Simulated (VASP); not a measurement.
# Pt (P6_3/mmc) in VASP: notebook

Runs on Pt. Level: BLYP. Tasks: single point.

Program: VASP 6.6.1. These are calculated values, not measurements. Logs are shortened: lines on timing, memory, paths and dates and some standing lists are left out, and cuts for length are marked.

### Step 1. The cell of the first run

The structure is hexagonal, space group P6_3/mmc (No. 194). The conventional cell has a = 2.922 Å, b = 2.922 Å, c = 5.084 Å, α = 90.00°, β = 90.00°, γ = 120.00°. Pt (site symmetry -6m2) has 12 Pt at 2.92 to 3.05 Å within 3.8 Å.

This isn't the form of Pt at room conditions, which is fcc.

### Step 2. Single point, BLYP (18.80 Å³/atom)

INCAR

```
AGGAC = 1.0 ; AGGAX = 1.0
ALDAC = 0.0 ; ALDAX = 1.0
ALGO = Normal ; EDIFF = 1E-6
ENCUT = 570 ; GGA = B5
GGA_COMPAT = F ; ISIF = 2
ISMEAR = -1 ; LASPH = T
LCHARG = F ; LREAL = F
LWAVE = F ; NBANDS = 25
NELM = 120 ; PREC = Accurate
SIGMA = 0.1
```

KPOINTS

```
k-points
0
Gamma
  14 14 7
```

POSCAR

```
Pt
1.0
    2.9220664920      0.0000000000      0.0000000000
   -1.4610332460      2.5305838136      0.0000000000
    0.0000000000      0.0000000000      5.0844444721
Pt
2
Direct
    0.3333333333      0.6666666667      0.2500000000
    0.6666666667      0.3333333333      0.7500000000
```

Potentials or basis: VASP PAW PBE potentials, release 64 (Pt_sv_GW).

Command:

```sh
$ cat potpaw_PBE.64/Pt_sv_GW/POTCAR > POTCAR
$ mpirun -np 1 vasp_std > vasp.out
```

OUTCAR:

```text
EDIFF = 1E-6
   ENCUT = 570
   GGA = B5
   ISIF = 2
   ISMEAR = -1
   LASPH = T
   LREAL = F
   NELM = 120
   PREC = Accurate

 ion  position               nearest neighbor table
   1  0.333  0.667  0.250-   2 3.05   2 3.05   2 3.05   2 3.05   2 3.05   2 3.05
   2  0.667  0.333  0.750-   1 3.05   1 3.05   1 3.05   1 3.05   1 3.05   1 3.05

  LATTYP: Found a hexagonal cell.
 ALAT       =     2.9220664920
 C/A-ratio  =     1.7400166923

  Lattice vectors:

 A1 = (   2.9220664920,   0.0000000000,   0.0000000000)
 A2 = (  -1.4610332460,   2.5305838136,   0.0000000000)
 A3 = (   0.0000000000,   0.0000000000,   5.0844444721)

Analysis of symmetry for initial positions (statically):
=====================================================================
 Subroutine PRICEL returns:
 Original cell was already a primitive cell.

 Routine SETGRP: Setting up the symmetry group for a
 hexagonal supercell.

 Subroutine GETGRP returns: Found 24 space group operations
 (whereof 12 operations were pure point group operations)
 out of a pool of 24 trial point group operations.

The static configuration has the point symmetry D_3d.
 The point group associated with its full space group is D_6h.

Analysis of symmetry for dynamics (positions and initial velocities):
=====================================================================
 Subroutine PRICEL returns:
 Original cell was already a primitive cell.

 Routine SETGRP: Setting up the symmetry group for a
 hexagonal supercell.

 Subroutine GETGRP returns: Found 24 space group operations
 (whereof 12 operations were pure point group operations)
 out of a pool of 24 trial point group operations.

The dynamic configuration has the point symmetry D_3d.
 The point group associated with its full space group is D_6h.

 Subroutine INISYM returns: Found 24 space group operations
 (whereof 12 operations are pure point group operations),
 and found     1 'primitive' translations

----------------------------------------------------------------------------------------

                                     Primitive cell

  volume of cell :      37.5971

  direct lattice vectors                    reciprocal lattice vectors
     2.922066492  0.000000000  0.000000000     0.342223561  0.197582865  0.000000000
    -1.461033246  2.530583814  0.000000000     0.000000000  0.395165730  0.000000000
     0.000000000  0.000000000  5.084444472     0.000000000  0.000000000  0.196678321

  length of vectors
     2.922066492  2.922066492  5.084444472     0.395165730  0.395165730  0.196678321

  position of ions in fractional coordinates (direct lattice)
     0.333333333  0.666666667  0.250000000
     0.666666667  0.333333333  0.750000000

  ion indices of the primitive-cell ions
   primitive index   ion index
                 1           1
                 2           2

----------------------------------------------------------------------------------------

 KPOINTS: k-points

Automatic generation of k-mesh.
 Grid dimensions read from file:
 generate k-points for:   14   14    7

 Generating k-lattice:

  Cartesian coordinates                     Fractional coordinates (reciprocal lattice)
     0.024444540  0.014113062  0.000000000     0.071428571  0.000000000  0.000000000
     0.000000000  0.028226124  0.000000000     0.000000000  0.071428571  0.000000000
     0.000000000  0.000000000  0.028096903     0.000000000  0.000000000  0.142857143

  Length of vectors
     0.028226124  0.028226124  0.028096903

  Shift w.r.t. Gamma in fractional coordinates (k-lattice)
     0.000000000  0.000000000  0.000000000

 Subroutine IBZKPT returns following result:
 ===========================================

 Found     96 irreducible k-points:

 Following reciprocal coordinates:
            Coordinates               Weight
  0.000000  0.000000  0.000000      1.000000
  0.071429  0.000000  0.000000      6.000000
  0.142857  0.000000  0.000000      6.000000
  0.214286  0.000000  0.000000      6.000000
  0.285714  0.000000  0.000000      6.000000
  0.357143  0.000000  0.000000      6.000000
[... 16 lines left out ...]
  0.285714  0.285714  0.000000      6.000000
  0.357143  0.285714  0.000000      6.000000
 [... further k-points ...]
   k-points           NKPTS =     96   k-points in BZ     NKDIM =     96   number of bands    NBANDS=     25
   number of dos      NEDOS =    301   number of ions     NIONS =      2
   total plane-waves  NPLWV =  23040
   dimension x,y,z NGX =    24 NGY =   24 NGZ =   40
   dimension x,y,z NGXF=    48 NGYF=   48 NGZF=   80
   ions per type =               2
   NGX,Y,Z   is equivalent  to a cutoff of  13.65, 13.65, 13.08 a.u.
   NGXF,Y,Z  is equivalent  to a cutoff of  27.31, 27.31, 26.16 a.u.
 SYSTEM =  unknown system
   PREC   = accura    normal or accurate (medium, high low for compatibility)
   ISTART =      0    job   : 0-new  1-cont  2-samecut
   ICHARG =      2    charge: 1-file 2-atom 10-const
   ISPIN  =      1    spin polarized calculation?
   LNONCOLLINEAR =      F non collinear calculations
   LSORBIT =      F    spin-orbit coupling
   LASPH  =      T    aspherical Exc in radial PAW
   ENCUT  =  570.0 eV  41.89 Ry    6.47 a.u.   5.69  5.69  9.90*2*pi/ulx,y,z
   NELM   =    120;   NELMIN=  2; NELMDL= -5     # of ELM steps
   EDIFF  = 0.1E-05   stopping-criterion for ELM
   LREAL  =      F    real-space projection
   EDIFFG = 0.1E-04   stopping-criterion for IOM
   NSW    =      0    number of steps for IOM
   IBRION =     -1    ionic relax: 0-MD 1-quasi-New 2-CG
   NFREE  =      0    steps in history (QN), initial steepest desc. (CG)
   ISIF   =      2    stress and relaxation
   ISYM   =      2    0-nonsym 1-usesym 2-fastsym
   POTIM  = 0.5000    time-step for ionic-motion
   TEBEG  =    0.0;   TEEND  =   0.0 temperature during run
   PSTRESS=    0.0 pullay stress
   NELECT =      36.0000    total number of electrons
   NUPDOWN=      -1.0000    fix difference up-down
   EMIN   =  10.00;   EMAX   =-10.00  energy-range for DOS
   EFERMI =   0.00;   METHOD = LEGACY
   ISMEAR =    -1;   SIGMA  =   0.10  broadening in eV -4-tet -1-fermi 0-gaus
   EFERMI_NEDOS =   21; number of points for ismear=-14 and -15
   IALGO  =     38    algorithm
   IMIX   =      4    mixing-type and parameters
     AMIX     =   0.40;   BMIX     =  1.00
     AMIX_MAG =   1.60;   BMIX_MAG =  1.00
  volume/ion in A,a.u.               =      18.80       126.86
  Fermi-wavevector in a.u.,A,eV,Ry     =   1.613581  3.049227 35.424741  2.603645
  Thomas-Fermi vector in A             =   2.708628
   LORBIT       =      0    0 simple, 1 ext, 2 COOP (PROOUT), +10 PAW based schemes
   GGA     = B5    functional components
   LHFCALC =     F    Hartree Fock is set to
   AEXX    =    0.0000 exact exchange contribution
   IVDW    =     0    specifies the selected vdW correction
   LEPSILON=     F    determine dielectric tensor
   LRPA    =     F    only Hartree local field effects (RPA)
 non-spin polarized calculation
  energy-cutoff  :      570.00
  volume of cell :       37.60
 maximum number of plane-waves:      1184
 NGX is ok and might be reduce to    24
   NGX = 11   NGY = 11   NGZ = 19

 number of electron      35.9999998 magnetization

 Free energy of the ion-electron system (eV)
  ---------------------------------------------------
  ext. energy  EPLUGINS =         0.00000000
  ---------------------------------------------------
  free energy    TOTEN  =        -9.87296667 eV

  energy without entropy =       -9.73057174  energy(sigma->0) =       -9.80176921

 E-fermi :   7.6479     XC(G=0): -12.0318

 val. band max:        7.6404167256   @ k =   0.2143   0.1429   0.2857
 cond. band min:       7.6521375130   @ k =   0.2143   0.1429   0.4286
 fundamental gap:      0.0117207874
 Fermi energy:         7.6479141284

 k-point     1 :       0.0000    0.0000    0.0000
  band No.  band energies     occupation
      1     -89.6546      2.00000
      2     -89.6485      2.00000
      3     -44.0891      2.00000
      4     -44.0348      2.00000
      5     -44.0348      2.00000
      6     -44.0131      2.00000
[... 17 lines left out ...]
     24      25.0098      0.00000
     25      26.8617      0.00000

 k-point     2 :       0.0714    0.0000    0.0000
  band No.  band energies     occupation
      1     -89.6538      2.00000
      2     -89.6479      2.00000
      3     -44.0859      2.00000
      4     -44.0445      2.00000
      5     -44.0376      2.00000
      6     -44.0231      2.00000
[... 17 lines left out ...]
     24      24.9180      0.00000
     25      26.1271      0.00000

 k-point     3 :       0.1429    0.0000    0.0000
  band No.  band energies     occupation
      1     -89.6529      2.00000
      2     -89.6467      2.00000
      3     -44.0772      2.00000
      4     -44.0722      2.00000
      5     -44.0521      2.00000
      6     -44.0456      2.00000
[... 17 lines left out ...]
     24      24.6178      0.00000
     25      24.6439      0.00000

 k-point     4 :       0.2143    0.0000    0.0000
  band No.  band energies     occupation
      1     -89.6509      2.00000
      2     -89.6449      2.00000
      3     -44.1120      2.00000
      4     -44.0925      2.00000
      5     -44.0639      2.00000
      6     -44.0572      2.00000
[... 17 lines left out ...]
     24      24.3199      0.00000
     25      25.3580      0.00000

 k-point     5 :       0.2857    0.0000    0.0000
  band No.  band energies     occupation
      1     -89.6480      2.00000
      2     -89.6430      2.00000
      3     -44.1562      2.00000
      4     -44.1365      2.00000
      5     -44.0698      2.00000
      6     -44.0473      2.00000
[... 17 lines left out ...]
     24      23.0839      0.00000
     25      23.0965      0.00000

 k-point     6 :       0.3571    0.0000    0.0000
  band No.  band energies     occupation
      1     -89.6453      2.00000
      2     -89.6413      2.00000
      3     -44.1961      2.00000
      4     -44.1760      2.00000
      5     -44.0808      2.00000
      6     -44.0496      2.00000
[... 17 lines left out ...]
     24      20.3757      0.00000
     25      21.8441      0.00000
[... 393 lines left out ...]
 k-point    21 :       0.2857    0.2143    0.0000
  band No.  band energies     occupation
      1     -89.6423      2.00000
      2     -89.6398      2.00000
      3     -44.1962      2.00000
      4     -44.1843      2.00000
      5     -44.1190      2.00000
      6     -44.0966      2.00000
[... 17 lines left out ...]
     24      20.1513      0.00000
     25      21.7192      0.00000

 k-point    22 :       0.3571    0.2143    0.0000
  band No.  band energies     occupation
      1     -89.6409      2.00000
      2     -89.6394      2.00000
      3     -44.2066      2.00000
      4     -44.1871      2.00000
      5     -44.1332      2.00000
      6     -44.1065      2.00000
[... 17 lines left out ...]
     24      18.3018      0.00000
     25      20.6013      0.00000

 k-point    23 :       0.2857    0.2857    0.0000
  band No.  band energies     occupation
      1     -89.6406      2.00000
      2     -89.6394      2.00000
      3     -44.1944      2.00000
      4     -44.1806      2.00000
      5     -44.1421      2.00000
      6     -44.1219      2.00000
[... 17 lines left out ...]
     24      19.3005      0.00000
     25      20.2362      0.00000

 k-point    24 :       0.3571    0.2857    0.0000
  band No.  band energies     occupation
      1     -89.6399      2.00000
      2     -89.6395      2.00000
      3     -44.1913      2.00000
      4     -44.1707      2.00000
      5     -44.1580      2.00000
      6     -44.1343      2.00000
[... 17 lines left out ...]
     24      18.4372      0.00000
     25      19.5599      0.00000

 [... further k-points ...]

------------------------ aborting loop because EDIFF is reached ----------------------------------------

  FORCE on cell =-STRESS in cart. coord.  units (eV):
  Direction    XX          YY          ZZ          XY          YZ          ZX
  --------------------------------------------------------------------------------------
  -------------------------------------------------------------------------------------
  Total       -4.0024670     -4.0024670     -3.5238344      0.0000000     -0.0000000      0.0000000
  in kB     -170.5626795   -170.5626795   -150.1660456      0.0000000     -0.0000000      0.0000000
  external PRESSURE =    -163.7638015 kB  Pullay stress =       0.0000000 kB

 VOLUME and BASIS-vectors are now :
 -----------------------------------------------------------------------------
  energy-cutoff  :      570.00
  volume of cell :       37.60
      direct lattice vectors                 reciprocal lattice vectors
     2.922066492  0.000000000  0.000000000     0.342223561  0.197582865  0.000000000
    -1.461033246  2.530583814  0.000000000     0.000000000  0.395165730  0.000000000
     0.000000000  0.000000000  5.084444472     0.000000000  0.000000000  0.196678321

 POSITION                                       TOTAL-FORCE (eV/Angst)
 -----------------------------------------------------------------------------------
     -0.00000      1.68706      1.27111         0.000000     -0.000000      0.000000
      1.46103      0.84353      3.81333        -0.000000      0.000000      0.000000
 -----------------------------------------------------------------------------------
    total drift:                               -0.000000      0.000000     -0.000000

  FREE ENERGIE OF THE ION-ELECTRON SYSTEM (eV)
  ---------------------------------------------------
  free  energy   TOTEN  =        -9.8729666719 eV

  energy  without entropy=       -9.7305717389  energy(sigma->0) =       -9.80176921
```

Wall time 81 s (1 thread of Intel Xeon Platinum 8259CL at 2.50GHz (Skylake/Cascade Lake), shared host); peak memory 0.22 GiB.

Results:

```yaml
Free_energy: -9.8730 eV
Pressure: -16.4 GPa
Band_gap_on_the_k_mesh: zero (bands 18 and 19 overlap by 0.92 eV)
```

Caveat: the cell stands under tension; the PAW data sets were made with another functional, which shifts forces and pressure a little; spin-orbit coupling is left out, which moves the levels of the heavy elements.

(Part 1 of 2 ends here.)

The gap in the log of VASP goes by the Fermi energy; the results here count the filled bands.